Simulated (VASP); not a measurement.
A run of VASP 6.6.1 is set up as follows.

The input POSCAR:

```
Ag
1.0
    4.1162217710      0.0000000000      0.0000000000
    0.0000000000      4.1162217710      0.0000000000
    0.0000000000      0.0000000000      4.1162217710
Ag
4
Direct
    0.0000000000      0.0000000000      0.0000000000
    0.0000000000      0.5000000000      0.5000000000
    0.5000000000      0.0000000000      0.5000000000
    0.5000000000      0.5000000000      0.0000000000
```

INCAR.step1

```
PREC = Accurate
ENCUT = 520
ISMEAR = 0
SIGMA = 0.05
LREAL = F
LASPH = T
NELM = 60
NBANDS = 30
GGA = PE
ALGO = Normal
EDIFF = 1E-4
LWAVE = T
LCHARG = F
```

The input INCAR.step2:

```
PREC = Accurate
ENCUT = 520
EDIFF = 1E-6
ISMEAR = 0
SIGMA = 0.05
LREAL = F
LASPH = T
NELM = 60
ALGO = Normal
ISIF = 2
LWAVE = F
LCHARG = F
METAGGA = R2SCAN
LMIXTAU = T
NBANDS = 30
ISTART = 1
```

Contents of KPOINTS:

```
regular mesh
0
Gamma
  5 5 5
```

Potentials or basis: VASP PAW PBE potentials, release 64 (Ag).

Run with:

```sh
$ cat potpaw_PBE.64/Ag/POTCAR > POTCAR
$ cp INCAR.step1 INCAR
$ mpirun -np 1 vasp_std > vasp.out
$ cp INCAR.step2 INCAR
$ mpirun -np 1 vasp_std > vasp.out
```

Q: What does it give for the pressure?

A: 0.1 GPa.

Q: Predict the band gap on the k mesh.

A: Zero (bands 22 and 23 overlap by 2.23 eV).

Caveat: the PAW data sets were made with another functional, which shifts forces and pressure a little.
